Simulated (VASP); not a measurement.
The system is Sr.

```
Sr
1.0
     0.00000    3.04235    3.04235
     3.04235    0.00000    3.04235
     3.04235    3.04235    0.00000
Sr
1
Direct
  0.00000 0.00000 0.00000
```

```yaml
Program: VASP 6.6.1
Task: relaxation of cell and atoms
Functional: PBEsol
Potentials_or_basis: VASP PAW PBE potentials, release 64 (Sr_sv)
Cutoff: 500 eV
k_mesh: 6 × 6 × 6
Occupations: methfessel-paxton, width 0.05 eV
Spin: no spin polarisation
```

At the start: pressure -0.9 GPa; volume 56.32 Å³/atom.

Question: Where does the relaxation end?

Answer: Over 3 steps the energy falls by 11.4 meV/atom and the volume is 52.43 Å³/atom (-6.9 %); space group Fm-3m (No. 225, to 0.1 Å) before and after.

Step by step:
```tsv
step	energy change (eV)	largest force (eV/Å)	pressure (GPa)	volume (Å³)
1	0.0000	0.0000	-0.85	56.32
2	-0.0094	0.0000	-0.38	53.91
3	-0.0114	0.0000	-0.04	52.43
```

Final structure:
```yaml
crystal:
  lattice:
    - [0.00000, 2.97062, 2.97062]
    - [2.97062, 0.00000, 2.97062]
    - [2.97062, 2.97062, 0.00000]
  atoms:
    - { symbol: Sr, position: [0.00000, 0.00000, 0.00000] }
```

Caveat: the PAW data sets were made with another functional, which shifts forces and pressure a little.
